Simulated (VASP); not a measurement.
**TiAl: single point with LDA**

Crystal: TiAl.

```
CELL_PARAMETERS angstrom
2.81794 0.00000 0.00000
-1.40897 2.44041 0.00000
0.00000 0.00000 4.57962
ATOMIC_POSITIONS crystal
Ti 0.00000 0.00000 0.00000
Al 0.33333 0.66667 0.50000
```

* Program: VASP 6.6.1
* Task: single point
* Functional: LDA
* Potentials or basis: VASP PAW LDA potentials, release 64 (Ti_sv, Al)
* Cutoff: 520 eV
* k mesh: 17 × 17 × 9
* Occupations: fermi-dirac, width 0.1 eV
* Spin: no spin polarisation
* Dipole correction: no
* Further INCAR settings: ALGO = Normal; EDIFF = 1e-06; NBANDS = 14

```
Pressure : 0.1 GPa
```

Stress tensor (GPa, compression positive):
```
0.04 0.00 0.00
0.00 0.04 0.00
0.00 0.00 0.16
```

Levels at points of the mesh, in eV from the Fermi level:
```tsv
k point	band 5	band 6	band 7	band 8	band 9	band 10
(0.00, 0.00, 0.00)	-9.17	-2.35	-1.78	1.29	1.29	2.87
```

Wall time 43 s on 1 thread of AMD EPYC 9R45 96-Core Processor (Zen 5), with other jobs on the host, peak memory 0.17 GiB.
